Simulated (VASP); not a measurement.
Set up this calculation in VASP 6.6.1, as the native input.

```
Task                   : single point
Functional             : PBEsol
Potentials or basis    : VASP PAW PBE potentials, release 64 (K_sv, Br)
Cutoff                 : 520 eV
k mesh                 : 6 × 6 × 6
Occupations            : gaussian, width 0.05 eV
Spin                   : no spin polarisation
Dipole correction      : no
Further INCAR settings : ALGO = Normal; EDIFF = 1e-07; NBANDS = 15
```

The structure of KBr lies in POSCAR:

```
KBr
1.0
    4.0434990000      0.0000000000      0.0000000000
    0.0000000000      4.0434990000      0.0050543738
    0.0000000000      0.0050543738      4.0434990000
K Br
1 1
Direct
    0.0000000000      0.0000000000      0.0000000000
    0.5000000000      0.5000000000      0.5000000000
```

This cell differs from its parent crystal: strain +0.0025 x Voigt [0, 0, 0, 1, 0, 0].

One way to write it, as run:

INCAR

```
ALGO = Normal
EDIFF = 1E-7
ENCUT = 520
GGA = PS
ISIF = 2
ISMEAR = 0
LASPH = T
LCHARG = F
LREAL = F
LWAVE = F
NBANDS = 15
NELM = 60
PREC = Accurate
SIGMA = 0.05
```

KPOINTS

```
k-points
0
Gamma
  6 6 6
```

Potentials or basis: VASP PAW PBE potentials, release 64 (K_sv, Br).

The run is started by

```sh
$ cat potpaw_PBE.64/K_sv/POTCAR potpaw_PBE.64/Br/POTCAR > POTCAR
$ mpirun -np 1 vasp_std > vasp.out
```

Results of the run:

```json
{"Pressure": "-1.2 GPa", "Band gap on the k mesh": "3.71 eV (least direct gap 3.97 eV)"}
```

Caveat: the cell differs from its parent crystal (strain +0.0025 x Voigt [0, 0, 0, 1, 0, 0]); the PAW data sets were made with another functional, which shifts forces and pressure a little.

It took 28 s on 1 thread of AMD EPYC 7R13 Processor (Zen 3), with other jobs on the host, peak memory 0.16 GiB.
